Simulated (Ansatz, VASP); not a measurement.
**SnO: VASP beside Ansatz**

```
Sn O
1.0
     3.79860    0.00000    0.00000
     0.00000    3.79860    0.00000
     0.00000    0.00000    4.84080
Sn O
2 2
Direct
  0.50000 0.00000 0.23690
  0.00000 0.50000 0.76310
  0.00000 0.00000 0.00000
  0.50000 0.50000 0.00000
```

Alike in both runs: task single point; functional LDA; k mesh 6 × 6 × 4; no spin polarisation.

|  | VASP | Ansatz |
| --- | --- | --- |
| version | VASP 6.6.1 | Ansatz 0.2.0 |
| potentials or method | VASP PAW LDA potentials, release 64 (Sn_d, O) | plane waves, PAW |
| plane-wave cutoff (eV) | 520 | 420 |
| occupations | gaussian, width 0.01 eV | fixed |
| valence electrons in the cell | 40 | 40 |

|  | VASP | Ansatz | Ansatz less VASP |
| --- | --- | --- | --- |
| pressure (GPa) | -1.9 | -2.2 | -0.33 |
| traceless stress, the component that is largest in VASP (GPa) | 0.18 | 0.17 | -0.010 |

LDA's correlation is that of Perdew and Zunger in VASP and of Perdew and Wang (1992) in Ansatz.
